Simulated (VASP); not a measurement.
Wanted: the native input for a VASP 6.6.1 run.

```
Task                   : single point
Functional             : r2SCAN
Potentials or basis    : VASP PAW PBE potentials, release 64 (Ru_pv)
Cutoff                 : 520 eV
k mesh                 : 15 × 15 × 1
Occupations            : gaussian, width 0.1 eV
Spin                   : no spin polarisation
Dipole correction      : yes
Further INCAR settings : ALGO = Normal; EDIFF = 1e-07; NBANDS = 58
```

The system is Ru, a slab with vacuum.

```xyz
7
Lattice="2.7023 0.0000 0.0000 -1.3512 2.3403 0.0000 0.0000 0.0000 27.7979" Properties=species:S:1:pos:R:3 pbc="T T T"
Ru    1.3512    0.7801    7.5000
Ru    0.0000    1.5602    9.6330
Ru    1.3512    0.7801   11.7660
Ru    0.0000    1.5602   13.8989
Ru    1.3512    0.7801   16.0319
Ru    0.0000    1.5602   18.1649
Ru    1.3512    0.7801   20.2979
```

One way to write it, as run:

POSCAR

```
Ru
1.0
    2.7023482493      0.0000000000      0.0000000000
   -1.3511741246      2.3403022337      0.0000000000
    0.0000000000      0.0000000000     27.7978965643
Ru
7
Direct
    0.6666666667      0.3333333333      0.2698045869
    0.3333333333      0.6666666667      0.3465363913
    0.6666666667      0.3333333333      0.4232681956
    0.3333333333      0.6666666667      0.5000000000
    0.6666666667      0.3333333333      0.5767318044
    0.3333333333      0.6666666667      0.6534636087
    0.6666666667      0.3333333333      0.7301954131
```

INCAR.step1

```
PREC     = Accurate       # precision mode
ENCUT    = 520            # plane-wave cutoff, eV
ISMEAR   = 0              # smearing method
SIGMA    = 0.1            # smearing width, eV
LREAL    = False          # projectors in reciprocal space
LASPH    = True           # aspherical terms in the spheres
NELM     = 100            # most SCF steps
LDIPOL   = True         
IDIPOL   = 3            
DIPOL    = 0.5 0.5 0.500
NBANDS   = 58             # bands
GGA      = PE             # functional
ALGO     = Normal         # electronic algorithm
EDIFF    = 1E-4           # SCF threshold, eV
LWAVE    = True           # write WAVECAR
LCHARG   = False          # write CHGCAR
```

INCAR.step2

```
PREC     = Accurate       # precision mode
ENCUT    = 520            # plane-wave cutoff, eV
EDIFF    = 1E-7           # SCF threshold, eV
ISMEAR   = 0              # smearing method
SIGMA    = 0.1            # smearing width, eV
LREAL    = False          # projectors in reciprocal space
LASPH    = True           # aspherical terms in the spheres
NELM     = 100            # most SCF steps
ALGO     = Normal         # electronic algorithm
ISIF     = 2              # what is computed and relaxed
LWAVE    = False          # write WAVECAR
LCHARG   = False          # write CHGCAR
LDIPOL   = True         
IDIPOL   = 3            
DIPOL    = 0.5 0.5 0.500
METAGGA  = R2SCAN         # meta-GGA
LMIXTAU  = True         
NBANDS   = 58             # bands
ISTART   = 1
```

KPOINTS

```
Automatic mesh
0
Gamma
  15 15 1
```

Potentials or basis: VASP PAW PBE potentials, release 64 (Ru_pv).

Run with:

```sh
$ cat potpaw_PBE.64/Ru_pv/POTCAR > POTCAR
$ cp INCAR.step1 INCAR
$ mpirun -np 1 vasp_std > vasp.out
$ cp INCAR.step2 INCAR
$ mpirun -np 1 vasp_std > vasp.out
```

Results of the run:

```
Largest force          : 0.788 eV/Å
Band gap on the k mesh : zero (bands 49 and 50 overlap by 2.63 eV)
```

Caveat: the PAW data sets were made with another functional, which shifts forces and pressure a little.

Wall time 24 min on 1 thread of Intel(R) Xeon(R) Platinum 8488C (Sapphire Rapids), on a shared host, peak memory 0.42 GiB.
